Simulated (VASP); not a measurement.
# CNH in VASP: further runs

CNH is run at these levels: PBE+D3(BJ); tasks: single point, relaxation of the atoms.

All numbers are computed with VASP 6.6.1; they aren't measurements. Logs are shortened: lines on timing, memory, paths and dates and some standing lists are left out, and cuts for length are marked.

## 1. The cell of the first run

The cell holds a molecule in a box, 3 atoms: a = 14.000 Å, b = 14.500 Å, c = 15.000 Å, α = 90.00°, β = 90.00°, γ = 90.00°.

## 2. Single point, PBE+D3(BJ)

File INCAR:

```
SYSTEM = HCN
ALGO = Normal ; EDIFF = 1E-6
ENCUT = 520 ; GGA = PE
ISIF = 2 ; ISMEAR = 0
ISYM = 0 ; IVDW = 12
LASPH = .True. ; LCHARG = .False.
LREAL = .False. ; LWAVE = .False.
NBANDS = 12 ; NELM = 100
PREC = Accurate ; SIGMA = 0.005
```

File KPOINTS:

```
k-points
0
Gamma
  1 1 1
  0 0 0
```

File POSCAR:

```
HCN
1.0
   14.0000000000      0.0000000000      0.0000000000
    0.0000000000     14.5000000000      0.0000000000
    0.0000000000      0.0000000000     15.0000000000
C N H
1 1 1
Direct
    0.4971851075      0.4997925276      0.5001263574
    0.5798149787      0.5014127731      0.4991959741
    0.4203948914      0.4982940349      0.5009863872
```

Potentials or basis: VASP PAW PBE potentials, release 64 (C, N, H).

Run with:

```
$ cat potpaw_PBE.64/C/POTCAR potpaw_PBE.64/N/POTCAR potpaw_PBE.64/H/POTCAR > POTCAR
$ mpirun -np 1 vasp_gam > vasp.out
```

OUTCAR:

```text
SYSTEM = HCN
   EDIFF = 1E-6
   ENCUT = 520
   GGA = PE
   ISIF = 2
   ISMEAR = 0
   ISYM = 0
   IVDW = 12
   LASPH = .True.
   LREAL = .False.
   NELM = 100
   PREC = Accurate
 IVDW          = 12

 ion  position               nearest neighbor table
   1  0.497  0.500  0.500-   3 1.08   2 1.16
   2  0.580  0.501  0.499-   1 1.16
   3  0.420  0.498  0.501-   1 1.08

IMPORTANT INFORMATION: All symmetrisations will be switched off!
NOSYMM: (Re-)initialisation of all symmetry stuff for point group C_1.

----------------------------------------------------------------------------------------

                                     Primitive cell

  volume of cell :    3045.0000

  direct lattice vectors                    reciprocal lattice vectors
    14.000000000  0.000000000  0.000000000     0.071428571  0.000000000  0.000000000
     0.000000000 14.500000000  0.000000000     0.000000000  0.068965517  0.000000000
     0.000000000  0.000000000 15.000000000     0.000000000  0.000000000  0.066666667

  length of vectors
    14.000000000 14.500000000 15.000000000     0.071428571  0.068965517  0.066666667

  position of ions in fractional coordinates (direct lattice)
     0.497185108  0.499792528  0.500126357
     0.579814979  0.501412773  0.499195974
     0.420394891  0.498294035  0.500986387

  ion indices of the primitive-cell ions
   primitive index   ion index
                 1           1
                 2           2
                 3           3

----------------------------------------------------------------------------------------

 KPOINTS: k-points

Automatic generation of k-mesh.
 Grid dimensions read from file:
 generate k-points for:    1    1    1

 Generating k-lattice:

  Cartesian coordinates                     Fractional coordinates (reciprocal lattice)
     0.071428571  0.000000000  0.000000000     1.000000000  0.000000000  0.000000000
     0.000000000  0.068965517  0.000000000     0.000000000  1.000000000  0.000000000
     0.000000000  0.000000000  0.066666667     0.000000000  0.000000000  1.000000000

  Length of vectors
     0.071428571  0.068965517  0.066666667

  Shift w.r.t. Gamma in fractional coordinates (k-lattice)
     0.000000000  0.000000000  0.000000000

 Subroutine IBZKPT returns following result:
 ===========================================

 Found      1 irreducible k-points:

 Following reciprocal coordinates:
            Coordinates               Weight
  0.000000  0.000000  0.000000      1.000000
   k-points           NKPTS =      1   k-points in BZ     NKDIM =      1   number of bands    NBANDS=     12
   number of dos      NEDOS =    301   number of ions     NIONS =      3
   total plane-waves  NPLWV = ******
   dimension x,y,z NGX =   108 NGY =  108 NGZ =  112
   dimension x,y,z NGXF=   216 NGYF=  216 NGZF=  224
   ions per type =               1   1   1
   NGX,Y,Z   is equivalent  to a cutoff of  12.82, 12.38, 12.41 a.u.
   NGXF,Y,Z  is equivalent  to a cutoff of  25.65, 24.76, 24.83 a.u.
 SYSTEM =  HCN
   PREC   = accura    normal or accurate (medium, high low for compatibility)
   ISTART =      0    job   : 0-new  1-cont  2-samecut
   ICHARG =      2    charge: 1-file 2-atom 10-const
   ISPIN  =      1    spin polarized calculation?
   LNONCOLLINEAR =      F non collinear calculations
   LSORBIT =      F    spin-orbit coupling
   LASPH  =      T    aspherical Exc in radial PAW
   ENCUT  =  520.0 eV  38.22 Ry    6.18 a.u.  26.03 26.96 27.89*2*pi/ulx,y,z
   NELM   =    100;   NELMIN=  2; NELMDL= -5     # of ELM steps
   EDIFF  = 0.1E-05   stopping-criterion for ELM
   LREAL  =      F    real-space projection
   EDIFFG = 0.1E-04   stopping-criterion for IOM
   NSW    =      0    number of steps for IOM
   IBRION =     -1    ionic relax: 0-MD 1-quasi-New 2-CG
   NFREE  =      0    steps in history (QN), initial steepest desc. (CG)
   ISIF   =      2    stress and relaxation
   ISYM   =      0    0-nonsym 1-usesym 2-fastsym
   POTIM  = 0.5000    time-step for ionic-motion
   TEBEG  =    0.0;   TEEND  =   0.0 temperature during run
   PSTRESS=    0.0 pullay stress
   NELECT =      10.0000    total number of electrons
   NUPDOWN=      -1.0000    fix difference up-down
   EMIN   =  10.00;   EMAX   =-10.00  energy-range for DOS
   EFERMI =   0.00;   METHOD = LEGACY
   ISMEAR =     0;   SIGMA  =   0.01  broadening in eV -4-tet -1-fermi 0-gaus
   EFERMI_NEDOS =   21; number of points for ismear=-14 and -15
   IALGO  =     38    algorithm
   IMIX   =      4    mixing-type and parameters
     AMIX     =   0.40;   BMIX     =  1.00
     AMIX_MAG =   1.60;   BMIX_MAG =  1.00
  volume/ion in A,a.u.               =    1015.00      6849.56
  Fermi-wavevector in a.u.,A,eV,Ry     =   0.243339  0.459845  0.805656  0.059214
  Thomas-Fermi vector in A             =   1.051865
   LORBIT       =      0    0 simple, 1 ext, 2 COOP (PROOUT), +10 PAW based schemes
   GGA     = PE    functional components
   LHFCALC =     F    Hartree Fock is set to
   AEXX    =    0.0000 exact exchange contribution
   IVDW    =    12    specifies the selected vdW correction
   LEPSILON=     F    determine dielectric tensor
   LRPA    =     F    only Hartree local field effects (RPA)
 non-spin polarized calculation
 Gauss-broadening in eV      SIGMA  =   0.01
  energy-cutoff  :      520.00
  volume of cell :     3045.00
 maximum number of plane-waves:     40942
 NGX is ok and might be reduce to   108
   NGX = 53   NGY = 53   NGZ = 55

 number of electron      10.0000001 magnetization

 Free energy of the ion-electron system (eV)
  ---------------------------------------------------
  ext. energy  EPLUGINS =         0.00000000
  ---------------------------------------------------
  free energy    TOTEN  =       -19.70682923 eV

  energy without entropy =      -19.70682923  energy(sigma->0) =      -19.70682923

 E-fermi :  -8.9305     XC(G=0):  -0.2657

 val. band max:       -8.9717328824   @ k =   0.0000   0.0000   0.0000
 cond. band min:      -1.0808459233   @ k =   0.0000   0.0000   0.0000
 fundamental gap:      7.8908869591
 Fermi energy:        -8.9304872044

 k-point     1 :       0.0000    0.0000    0.0000
  band No.  band energies     occupation
      1     -23.0109      2.00000
      2     -15.0274      2.00000
      3      -9.0588      2.00000
      4      -8.9717      2.00000
      5      -8.9717      2.00000
      6      -1.0808      0.00000
      7      -1.0808      0.00000
      8      -0.3518      0.00000
      9       0.0657      0.00000
     10       0.4271      0.00000
     11       0.5294      0.00000
     12       0.5678      0.00000

------------------------ aborting loop because EDIFF is reached ----------------------------------------

 Edisp (eV)   -0.02297

 E8    (eV) :    -0.0067

  FORCE on cell =-STRESS in cart. coord.  units (eV):
  Direction    XX          YY          ZZ          XY          YZ          ZX
  --------------------------------------------------------------------------------------
  -------------------------------------------------------------------------------------
  Total       0.41200    -0.03658    -0.03704     0.00955    -0.00014    -0.00569
  in kB       0.21678    -0.01924    -0.01949     0.00502    -0.00008    -0.00299
  external pressure =        0.06 kB  Pullay stress =        0.00 kB

 VOLUME and BASIS-vectors are now :
 -----------------------------------------------------------------------------
  energy-cutoff  :      520.00
  volume of cell :     3045.00
      direct lattice vectors                 reciprocal lattice vectors
    14.000000000  0.000000000  0.000000000     0.071428571  0.000000000  0.000000000
     0.000000000 14.500000000  0.000000000     0.000000000  0.068965517  0.000000000
     0.000000000  0.000000000 15.000000000     0.000000000  0.000000000  0.066666667

 POSITION                                       TOTAL-FORCE (eV/Angst)
 -----------------------------------------------------------------------------------
      6.96059      7.24699      7.50190        -0.467729     -0.009195      0.005427
      8.11741      7.27049      7.48794         0.443080      0.008886     -0.005285
      5.88553      7.22526      7.51480         0.024648      0.000309     -0.000141
 -----------------------------------------------------------------------------------
    total drift:                                0.000727     -0.000054      0.000081

  FREE ENERGIE OF THE ION-ELECTRON SYSTEM (eV)
  ---------------------------------------------------
  free  energy   TOTEN  =       -19.7297974556 eV

  energy  without entropy=      -19.7297974556  energy(sigma->0) =      -19.72979746
```

Wall time 2.7 min (1 thread of Oxide Virtual Turin-like, shared host); peak memory 1.8 GiB.

Results:

```yaml
Free_energy: -19.7298 eV
Largest_force: 0.468 eV/Å
Gap_between_the_frontier_levels: 7.89 eV
Dispersion_energy_per_atom: -0.008 eV
```

Forces in eV/Å, atoms in the order of the input:
```
C   -0.468 -0.009  0.005
N    0.443  0.009 -0.005
H    0.025  0.000  0.000
```

## 3. Relaxation of the atoms, PBE+D3(BJ)

File INCAR:

```
ALGO = Normal
EDIFF = 1E-6
EDIFFG = -0.01
ENCUT = 520
GGA = PE
IBRION = 2
ISIF = 2
ISMEAR = 0
ISYM = 0
IVDW = 12
LASPH = T
LCHARG = F
LREAL = F
LWAVE = F
NELM = 80
NSW = 100
PREC = Accurate
SIGMA = 0.005
```

File KPOINTS:

```
k-points
0
Gamma
  1 1 1
```

File POSCAR:

```
HCN
1.0
   14.0000000000      0.0000000000      0.0000000000
    0.0000000000     14.5000000000      0.0000000000
    0.0000000000      0.0000000000     15.0000000000
C N H
1 1 1
Direct
    0.4973949776      0.4994993356      0.5003087187
    0.5781153404      0.5015222745      0.4991264741
    0.4218846596      0.4984777255      0.5008735259
```

Potentials or basis: VASP PAW PBE potentials, release 64 (C, N, H).

Run with:

```
$ cat potpaw_PBE.64/C/POTCAR potpaw_PBE.64/N/POTCAR potpaw_PBE.64/H/POTCAR > POTCAR
$ mpirun -np 1 vasp_gam > vasp.out
```

OUTCAR:

```text
EDIFF = 1E-6
   EDIFFG = -0.01
   ENCUT = 520
   GGA = PE
   IBRION = 2
   ISIF = 2
   ISMEAR = 0
   ISYM = 0
   IVDW = 12
   LASPH = T
   LREAL = F
   NELM = 80
   NSW = 100
   PREC = Accurate
 IVDW          = 12

 ion  position               nearest neighbor table
   1  0.497  0.499  0.500-   3 1.06   2 1.13
   2  0.578  0.502  0.499-   1 1.13
   3  0.422  0.498  0.501-   1 1.06

IMPORTANT INFORMATION: All symmetrisations will be switched off!
NOSYMM: (Re-)initialisation of all symmetry stuff for point group C_1.

----------------------------------------------------------------------------------------

                                     Primitive cell

  volume of cell :    3045.0000

  direct lattice vectors                    reciprocal lattice vectors
    14.000000000  0.000000000  0.000000000     0.071428571  0.000000000  0.000000000
     0.000000000 14.500000000  0.000000000     0.000000000  0.068965517  0.000000000
     0.000000000  0.000000000 15.000000000     0.000000000  0.000000000  0.066666667

  length of vectors
    14.000000000 14.500000000 15.000000000     0.071428571  0.068965517  0.066666667

  position of ions in fractional coordinates (direct lattice)
     0.497394978  0.499499336  0.500308719
     0.578115340  0.501522274  0.499126474
     0.421884660  0.498477726  0.500873526

  ion indices of the primitive-cell ions
   primitive index   ion index
                 1           1
                 2           2
                 3           3

----------------------------------------------------------------------------------------

 KPOINTS: k-points

Automatic generation of k-mesh.
 Grid dimensions read from file:
 generate k-points for:    1    1    1

 Generating k-lattice:

  Cartesian coordinates                     Fractional coordinates (reciprocal lattice)
     0.071428571  0.000000000  0.000000000     1.000000000  0.000000000  0.000000000
     0.000000000  0.068965517  0.000000000     0.000000000  1.000000000  0.000000000
     0.000000000  0.000000000  0.066666667     0.000000000  0.000000000  1.000000000

  Length of vectors
     0.071428571  0.068965517  0.066666667

  Shift w.r.t. Gamma in fractional coordinates (k-lattice)
     0.000000000  0.000000000  0.000000000

 Subroutine IBZKPT returns following result:
 ===========================================

 Found      1 irreducible k-points:

 Following reciprocal coordinates:
            Coordinates               Weight
  0.000000  0.000000  0.000000      1.000000
   k-points           NKPTS =      1   k-points in BZ     NKDIM =      1   number of bands    NBANDS=      9
   number of dos      NEDOS =    301   number of ions     NIONS =      3
   total plane-waves  NPLWV = ******
   dimension x,y,z NGX =   108 NGY =  108 NGZ =  112
   dimension x,y,z NGXF=   216 NGYF=  216 NGZF=  224
   ions per type =               1   1   1
   NGX,Y,Z   is equivalent  to a cutoff of  12.82, 12.38, 12.41 a.u.
   NGXF,Y,Z  is equivalent  to a cutoff of  25.65, 24.76, 24.83 a.u.
 SYSTEM =  unknown system
   PREC   = accura    normal or accurate (medium, high low for compatibility)
   ISTART =      0    job   : 0-new  1-cont  2-samecut
   ICHARG =      2    charge: 1-file 2-atom 10-const
   ISPIN  =      1    spin polarized calculation?
   LNONCOLLINEAR =      F non collinear calculations
   LSORBIT =      F    spin-orbit coupling
   LASPH  =      T    aspherical Exc in radial PAW
   ENCUT  =  520.0 eV  38.22 Ry    6.18 a.u.  26.03 26.96 27.89*2*pi/ulx,y,z
   NELM   =     80;   NELMIN=  2; NELMDL= -5     # of ELM steps
   EDIFF  = 0.1E-05   stopping-criterion for ELM
   LREAL  =      F    real-space projection
   EDIFFG = -.1E-01   stopping-criterion for IOM
   NSW    =    100    number of steps for IOM
   IBRION =      2    ionic relax: 0-MD 1-quasi-New 2-CG
   NFREE  =      1    steps in history (QN), initial steepest desc. (CG)
   ISIF   =      2    stress and relaxation
   ISYM   =      0    0-nonsym 1-usesym 2-fastsym
   POTIM  = 0.5000    time-step for ionic-motion
   TEBEG  =    0.0;   TEEND  =   0.0 temperature during run
   PSTRESS=    0.0 pullay stress
   NELECT =      10.0000    total number of electrons
   NUPDOWN=      -1.0000    fix difference up-down
   EMIN   =  10.00;   EMAX   =-10.00  energy-range for DOS
   EFERMI =   0.00;   METHOD = LEGACY
   ISMEAR =     0;   SIGMA  =   0.01  broadening in eV -4-tet -1-fermi 0-gaus
   EFERMI_NEDOS =   21; number of points for ismear=-14 and -15
   IALGO  =     38    algorithm
   IMIX   =      4    mixing-type and parameters
     AMIX     =   0.40;   BMIX     =  1.00
     AMIX_MAG =   1.60;   BMIX_MAG =  1.00
  volume/ion in A,a.u.               =    1015.00      6849.56
  Fermi-wavevector in a.u.,A,eV,Ry     =   0.243339  0.459845  0.805656  0.059214
  Thomas-Fermi vector in A             =   1.051865
   LORBIT       =      0    0 simple, 1 ext, 2 COOP (PROOUT), +10 PAW based schemes
   GGA     = PE    functional components
   LHFCALC =     F    Hartree Fock is set to
   AEXX    =    0.0000 exact exchange contribution
   IVDW    =    12    specifies the selected vdW correction
   LEPSILON=     F    determine dielectric tensor
   LRPA    =     F    only Hartree local field effects (RPA)
 conjugate gradient relaxation of ions
 non-spin polarized calculation
 Gauss-broadening in eV      SIGMA  =   0.01
  energy-cutoff  :      520.00
  volume of cell :     3045.00
 maximum number of plane-waves:     40942
 NGX is ok and might be reduce to   108
   NGX = 53   NGY = 53   NGZ = 55

--------------------------------------- Ionic step        1  -------------------------------------------

 number of electron      10.0000001 magnetization

 Free energy of the ion-electron system (eV)
  ---------------------------------------------------
  ext. energy  EPLUGINS =         0.00000000
  ---------------------------------------------------
  free energy    TOTEN  =       -19.64455999 eV

  energy without entropy =      -19.64455999  energy(sigma->0) =      -19.64455999

------------------------ aborting loop because EDIFF is reached ----------------------------------------

 Edisp (eV)   -0.02302

 E8    (eV) :    -0.0067

  FORCE on cell =-STRESS in cart. coord.  units (eV):
  Direction    XX          YY          ZZ          XY          YZ          ZX
  --------------------------------------------------------------------------------------
  -------------------------------------------------------------------------------------
  Total       5.02765    -0.03727    -0.03944     0.12412    -0.00172    -0.07470
  in kB       2.64538    -0.01961    -0.02075     0.06531    -0.00091    -0.03930
  external pressure =        0.87 kB  Pullay stress =        0.00 kB
[... 102 lines left out ...]
  FREE ENERGIE OF THE ION-ELECTRON SYSTEM (eV)
  ---------------------------------------------------
  free  energy   TOTEN  =       -19.7138993273 eV

  energy  without entropy=      -19.7138993273  energy(sigma->0) =      -19.71389933

[... ionic steps 4 to 11 ...]

--------------------------------------- Ionic step       12  -------------------------------------------

 number of electron      10.0000001 magnetization

------------------------ aborting loop because EDIFF is reached ----------------------------------------

 Edisp (eV)   -0.02296

 E8    (eV) :    -0.0067
[... 71 lines left out ...]
  energy  without entropy=      -19.7305879861  energy(sigma->0) =      -19.73058799

--------------------------------------- Ionic step       14  -------------------------------------------

 number of electron      10.0000001 magnetization

 Free energy of the ion-electron system (eV)
  ---------------------------------------------------
  ext. energy  EPLUGINS =         0.00000000
  ---------------------------------------------------
  free energy    TOTEN  =       -19.70765646 eV

  energy without entropy =      -19.70765646  energy(sigma->0) =      -19.70765646

 E-fermi :  -8.8954     XC(G=0):  -0.2423

 val. band max:       -8.9530901878   @ k =   0.0000   0.0000   0.0000
 cond. band min:      -1.1117632896   @ k =   0.0000   0.0000   0.0000
 fundamental gap:      7.8413268982
 Fermi energy:        -8.8954410229

 k-point     1 :       0.0000    0.0000    0.0000
  band No.  band energies     occupation
      1     -22.9783      2.00000
      2     -15.0410      2.00000
      3      -9.0708      2.00000
      4      -8.9531      2.00000
      5      -8.9531      2.00000
      6      -1.1118      0.00000
      7      -1.1117      0.00000
      8      -0.3433      0.00000
      9       0.0737      0.00000

------------------------ aborting loop because EDIFF is reached ----------------------------------------
[... 30 lines left out ...]
  FREE ENERGIE OF THE ION-ELECTRON SYSTEM (eV)
  ---------------------------------------------------
  free  energy   TOTEN  =       -19.7306209157 eV

  energy  without entropy=      -19.7306209157  energy(sigma->0) =      -19.73062092

 reached required accuracy - stopping structural energy minimisation
```

Run time: 17 min. Hardware: 1 thread of Oxide Virtual Turin-like, shared host; peak memory 1.8 GiB.

What came out:

```
Free energy                     : -19.7306 eV
Largest force after relaxing    : 0.006 eV/Å
Gap between the frontier levels : 7.84 eV
Dispersion energy per atom      : -0.008 eV
```

Forces in eV/Å, atoms in the order of the input:
```
C    0.006  0.000  0.000
N   -0.003  0.000  0.000
H   -0.004  0.000  0.000
```

Final structure:
```cif
data_structure
_symmetry_space_group_name_H-M 'P 1'
_symmetry_Int_Tables_number 1
_cell_length_a 14.0000
_cell_length_b 14.5000
_cell_length_c 15.0000
_cell_angle_alpha 90.000
_cell_angle_beta 90.000
_cell_angle_gamma 90.000
_cell_volume 3045.00
loop_
_atom_site_label
_atom_site_type_symbol
_atom_site_fract_x
_atom_site_fract_y
_atom_site_fract_z
_atom_site_occupancy
C1 C 0.49708 0.49980 0.50012 1
N1 N 0.57998 0.50141 0.49920 1
H1 H 0.42034 0.49829 0.50099 1
```

Levels at points of the mesh, in eV from the valence-band top:
```tsv
k point	band 3	band 4	band 5	band 6	band 7	band 8
(0.00, 0.00, 0.00)	-0.12	0.00	0.00	7.84	7.84	8.61
```
